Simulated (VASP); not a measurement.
# BP (F-43m) in VASP: single point with PBE

Aim: the single point of BP with PBE.

Program: VASP 6.6.1. These are calculated values, not measurements. Logs are shortened: lines on timing, memory, paths and dates and some standing lists are left out, and cuts for length are marked.

### Step 1. The cell of the first run

The structure is cubic, space group F-43m (No. 216). The conventional cell has a = 4.538 Å, b = 4.538 Å, c = 4.538 Å, α = 90.00°, β = 90.00°, γ = 90.00°. Within 2.6 Å of B (site symmetry -43m) lie 4 P at 1.97 Å. Within 2.6 Å of P (site symmetry -43m) lie 4 B at 1.97 Å.

### Step 2. Single point, PBE

The input, INCAR:

```
PREC = Accurate
ENCUT = 500
EDIFF = 1E-6
ISMEAR = 0
SIGMA = 0.05
LREAL = False
LASPH = True
NELM = 120
ALGO = Normal
ISIF = 2
LWAVE = False
LCHARG = True
GGA = PE
LELF = True
LVHAR = True
NBANDS = 46
GGA_COMPAT = False
```

The input, KPOINTS:

```
Automatic mesh
0
Gamma
  2 2 2
```

The input, POSCAR:

```
BP
1.0
    0.0000000000      4.5380000000      4.5380000000
    4.5380000000      0.0000000000      4.5380000000
    4.5380000000      4.5380000000      0.0000000000
B P
8 8
Direct
    0.0000000000      0.0000000000      0.0000000000
    0.0000000000      0.0000000000      0.5000000000
    0.0000000000      0.5000000000      0.0000000000
    0.0000000000      0.5000000000      0.5000000000
    0.5000000000      0.0000000000      0.0000000000
    0.5000000000      0.0000000000      0.5000000000
    0.5000000000      0.5000000000      0.0000000000
    0.5000000000      0.5000000000      0.5000000000
    0.1250000000      0.1250000000      0.1250000000
    0.1250000000      0.1250000000      0.6250000000
    0.1250000000      0.6250000000      0.1250000000
    0.1250000000      0.6250000000      0.6250000000
    0.6250000000      0.1250000000      0.1250000000
    0.6250000000      0.1250000000      0.6250000000
    0.6250000000      0.6250000000      0.1250000000
    0.6250000000      0.6250000000      0.6250000000
```

Potentials or basis: VASP PAW PBE potentials, release 64 (B, P).

Command:

```console
> cat potpaw_PBE.64/B/POTCAR potpaw_PBE.64/P/POTCAR > POTCAR
> mpirun -np 1 vasp_std > vasp.out
```

OUTCAR:

```text
PREC = Accurate
   ENCUT = 500
   EDIFF = 1E-6
   ISMEAR = 0
   LREAL = False
   LASPH = True
   NELM = 120
   ISIF = 2
   GGA = PE

 ion  position               nearest neighbor table
   1  0.000  0.000  0.000-   9 1.97  10 1.97  11 1.97  13 1.97
   2  0.000  0.000  0.500-   9 1.97  10 1.97  12 1.97  14 1.97
   3  0.000  0.500  0.000-   9 1.97  11 1.97  12 1.97  15 1.97
   4  0.000  0.500  0.500-  10 1.97  11 1.97  12 1.97  16 1.97
   5  0.500  0.000  0.000-   9 1.97  13 1.97  14 1.97  15 1.97
   6  0.500  0.000  0.500-  10 1.97  13 1.97  14 1.97  16 1.97
[... 8 lines left out ...]
  15  0.625  0.625  0.125-   3 1.97   5 1.97   7 1.97   8 1.97
  16  0.625  0.625  0.625-   4 1.97   6 1.97   7 1.97   8 1.97
[... 6 lines left out ...]
 A1 = (   0.0000000000,   4.5380000000,   4.5380000000)
 A2 = (   4.5380000000,   0.0000000000,   4.5380000000)
 A3 = (   4.5380000000,   4.5380000000,   0.0000000000)

Analysis of symmetry for initial positions (statically):
=====================================================================
 Subroutine PRICEL returns following result:

  LATTYP: Found a face centered cubic cell.
 ALAT       =     4.5380000000

  Lattice vectors:

 A1 = (   0.0000000000,   2.2690000000,   2.2690000000)
 A2 = (   2.2690000000,   0.0000000000,   2.2690000000)
 A3 = (   2.2690000000,   2.2690000000,   0.0000000000)

   8 primitive cells build up your supercell.

 Routine SETGRP: Setting up the symmetry group for a
 face centered cubic supercell.

 Subroutine GETGRP returns: Found 24 space group operations
 (whereof 24 operations were pure point group operations)
 out of a pool of 48 trial point group operations.

The static configuration has the point symmetry T_d .

Analysis of symmetry for dynamics (positions and initial velocities):
=====================================================================
 Subroutine PRICEL returns following result:

  LATTYP: Found a face centered cubic cell.
 ALAT       =     4.5380000000

  Lattice vectors:

 A1 = (   0.0000000000,   2.2690000000,   2.2690000000)
 A2 = (   2.2690000000,   0.0000000000,   2.2690000000)
 A3 = (   2.2690000000,   2.2690000000,   0.0000000000)

   8 primitive cells build up your supercell.

[... 84 lines left out ...]
   NELM   =    120;   NELMIN=  2; NELMDL= -5     # of ELM steps
   EDIFF  = 0.1E-05   stopping-criterion for ELM
   LREAL  =      F    real-space projection
   EDIFFG = 0.1E-04   stopping-criterion for IOM
   NSW    =      0    number of steps for IOM
   IBRION =     -1    ionic relax: 0-MD 1-quasi-New 2-CG
   NFREE  =      0    steps in history (QN), initial steepest desc. (CG)
   ISIF   =      2    stress and relaxation
   ISYM   =      2    0-nonsym 1-usesym 2-fastsym
   POTIM  = 0.5000    time-step for ionic-motion
   TEBEG  =    0.0;   TEEND  =   0.0 temperature during run
   PSTRESS=    0.0 pullay stress
   NELECT =      64.0000    total number of electrons
   NUPDOWN=      -1.0000    fix difference up-down
   EMIN   =  10.00;   EMAX   =-10.00  energy-range for DOS
   EFERMI =   0.00;   METHOD = LEGACY
   ISMEAR =     0;   SIGMA  =   0.05  broadening in eV -4-tet -1-fermi 0-gaus
   EFERMI_NEDOS =   21; number of points for ismear=-14 and -15
   IALGO  =     38    algorithm
   IMIX   =      4    mixing-type and parameters
     AMIX     =   0.40;   BMIX     =  1.00
     AMIX_MAG =   1.60;   BMIX_MAG =  1.00
  volume/ion in A,a.u.               =      11.68        78.83
  Fermi-wavevector in a.u.,A,eV,Ry     =   1.145320  2.164342 17.847562  1.311759
  Thomas-Fermi vector in A             =   2.282009
   LORBIT       =      0    0 simple, 1 ext, 2 COOP (PROOUT), +10 PAW based schemes
   GGA     = PE    functional components
   LHFCALC =     F    Hartree Fock is set to
   AEXX    =    0.0000 exact exchange contribution
   IVDW    =     0    specifies the selected vdW correction
   LEPSILON=     F    determine dielectric tensor
   LRPA    =     F    only Hartree local field effects (RPA)
 non-spin polarized calculation
 Gauss-broadening in eV      SIGMA  =   0.05
  energy-cutoff  :      500.00
  volume of cell :      186.91
 maximum number of plane-waves:      4766
 NGX is ok and might be reduce to    48
   NGX = 23   NGY = 23   NGZ = 23

 number of electron      64.0000001 magnetization

 Free energy of the ion-electron system (eV)
  ---------------------------------------------------
  ext. energy  EPLUGINS =         0.00000000
  ---------------------------------------------------
  free energy    TOTEN  =      -102.06853494 eV

  energy without entropy =     -102.06853494  energy(sigma->0) =     -102.06853494

 E-fermi :   7.7675     XC(G=0): -10.8876

 val. band max:        7.4741622061   @ k =   0.0000   0.0000   0.0000
 cond. band min:       8.7850263362   @ k =   0.0000   0.0000   0.0000
 fundamental gap:      1.3108641301
 Fermi energy:         7.7674974305

 k-point     1 :       0.0000    0.0000    0.0000
  band No.  band energies     occupation
      1      -8.0004      2.00000
      2      -4.6736      2.00000
      3      -4.6736      2.00000
      4      -4.6736      2.00000
      5      -4.6736      2.00000
      6      -3.1427      2.00000
[... 130 lines left out ...]
     43      13.8335      0.00000
     44      13.8335      0.00000
 [bands above 44 left out]

------------------------ aborting loop because EDIFF is reached ----------------------------------------

  FORCE on cell =-STRESS in cart. coord.  units (eV):
  Direction    XX          YY          ZZ          XY          YZ          ZX
  --------------------------------------------------------------------------------------
  -------------------------------------------------------------------------------------
  Total        2.3487252      2.3487252      2.3487252     -0.0000000      0.0000000     -0.0000000
  in kB       20.1335020     20.1335020     20.1335020     -0.0000000      0.0000000     -0.0000000
  external PRESSURE =      20.1335020 kB  Pullay stress =       0.0000000 kB

 VOLUME and BASIS-vectors are now :
 -----------------------------------------------------------------------------
  energy-cutoff  :      500.00
  volume of cell :      186.91
      direct lattice vectors                 reciprocal lattice vectors
     0.000000000  4.538000000  4.538000000    -0.110180696  0.110180696  0.110180696
     4.538000000  0.000000000  4.538000000     0.110180696 -0.110180696  0.110180696
     4.538000000  4.538000000  0.000000000     0.110180696  0.110180696 -0.110180696

 POSITION                                       TOTAL-FORCE (eV/Angst)
 -----------------------------------------------------------------------------------
      0.00000      0.00000      0.00000        -0.000000     -0.000000     -0.000000
      2.26900      2.26900      0.00000        -0.000000     -0.000000     -0.000000
      2.26900      0.00000      2.26900        -0.000000     -0.000000     -0.000000
      4.53800      2.26900      2.26900        -0.000000     -0.000000     -0.000000
      0.00000      2.26900      2.26900        -0.000000     -0.000000     -0.000000
      2.26900      4.53800      2.26900        -0.000000     -0.000000     -0.000000
[... 8 lines left out ...]
      3.40350      3.40350      5.67250         0.000000      0.000000      0.000000
      5.67250      5.67250      5.67250         0.000000      0.000000      0.000000
 -----------------------------------------------------------------------------------
    total drift:                                0.000000      0.000000      0.000001

  FREE ENERGIE OF THE ION-ELECTRON SYSTEM (eV)
  ---------------------------------------------------
  free  energy   TOTEN  =      -102.0685349376 eV

  energy  without entropy=     -102.0685349376  energy(sigma->0) =     -102.06853494
```

Wall time 32 s (1 thread of Intel Xeon Platinum 8375C at 2.90GHz (Ice Lake), shared host); peak memory 0.31 GiB.

What came out:

| Item | Value |
| --- | --- |
| Free energy | -102.0685 eV |
| Pressure | 2.0 GPa |
| Band gap on the k mesh | 1.31 eV |

Caveat: the k points lie up to 0.60 Å⁻¹ apart.
